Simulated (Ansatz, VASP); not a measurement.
## KI in VASP and in Ansatz

```
K I
1.0
     4.79998    0.00000    0.00000
    -2.39999    4.15691    0.00000
     0.00000    0.00000    8.41464
K I
2 2
Cartesian
  0.0000 0.0000 0.0000
  0.0000 0.0000 4.2073
  0.0000 2.7713 2.1037
  2.4000 1.3856 6.3110
```

Alike in both runs: task single point; functional r2SCAN; k mesh 6 × 6 × 4; no spin polarisation.

|  | VASP | Ansatz |
| --- | --- | --- |
| version | VASP 6.6.1 | Ansatz 0.2.0 |
| potentials or method | VASP PAW PBE potentials, release 64 (K_sv, I) | plane waves, PAW |
| plane-wave cutoff (eV) | 520 | 500 |
| occupations | gaussian, width 0.01 eV | fixed |
| valence electrons in the cell | 32 | 52 |

```tsv
	VASP	Ansatz	Ansatz less VASP
gap on the k mesh at the Fermi level (eV)	4.65	4.65	+0.003
pressure (GPa)	0.9	0.9	-0.01
```

VASP's potentials were made for PBE, not for r2SCAN. VASP's potentials hold 32 valence electrons a cell and Ansatz's 52, so a difference there can come from the potentials and not from the codes.

Neither program's run includes spin-orbit coupling.
